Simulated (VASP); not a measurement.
The system is N.

```
CELL_PARAMETERS angstrom
4.14369 0.00000 0.00000
0.00000 4.14369 0.00000
0.00000 0.00000 5.35492
ATOMIC_POSITIONS crystal
N 0.90767 0.90767 0.00000
N 0.59233 0.40767 0.50000
N 0.09233 0.09233 0.00000
N 0.40767 0.59233 0.50000
```

This cell differs from its parent crystal: volume scaled by 0.97.

- Program: VASP 6.6.1
- Task: relaxation of shape and atoms at fixed volume
- Functional: r2SCAN
- Potentials or basis: VASP PAW PBE potentials, release 64 (N)
- Cutoff: 600 eV
- k mesh: 6 × 6 × 4
- Occupations: gaussian, width 0.02 eV
- Spin: no spin polarisation

At the start: pressure 5.1 GPa; volume 22.99 Å³/atom.

How do energy, volume and symmetry change on relaxing?

Over 11 steps the energy falls by 24.4 meV/atom; space group P4_2/mnm (No. 136, to 0.05 Å).

The path:
| step | energy change (eV) | largest force (eV/Å) | pressure (GPa) | volume (Å³) |
| --- | --- | --- | --- | --- |
| 1 | 0.0000 | 4.1863 | 5.13 | 91.94 |
| 2 | 10.4905 | 15.6902 | -27.77 | 91.94 |
| 3 | 0.5591 | 8.5715 | -11.72 | 91.94 |
| 4 | -0.0793 | 1.6513 | -2.21 | 91.94 |
| 5 | -0.0963 | 0.4159 | -0.62 | 91.94 |
| 6 | -0.0974 | 0.0212 | -0.11 | 91.94 |
| 7 | -0.0974 | 0.0364 | -0.04 | 91.94 |
| 8 | -0.0974 | 0.0330 | -0.04 | 91.94 |
| 9 | -0.0974 | 0.0226 | -0.05 | 91.94 |
| 10 | -0.0974 | 0.0138 | -0.12 | 91.94 |
| 11 | -0.0974 | 0.0012 | -0.08 | 91.94 |

Final structure:
```
N
1.0
     4.14518    0.00000    0.00000
     0.00000    4.14518    0.00000
     0.00000    0.00000    5.35107
N
4
Direct
  0.90566 0.90566 0.00000
  0.59434 0.40566 0.50000
  0.09434 0.09434 0.00000
  0.40566 0.59434 0.50000
```

Caveat: the cell differs from its parent crystal (volume scaled by 0.97); the standard files for N, O and F lose accuracy on very short bonds; the PAW data sets were made with another functional, which shifts forces and pressure a little.
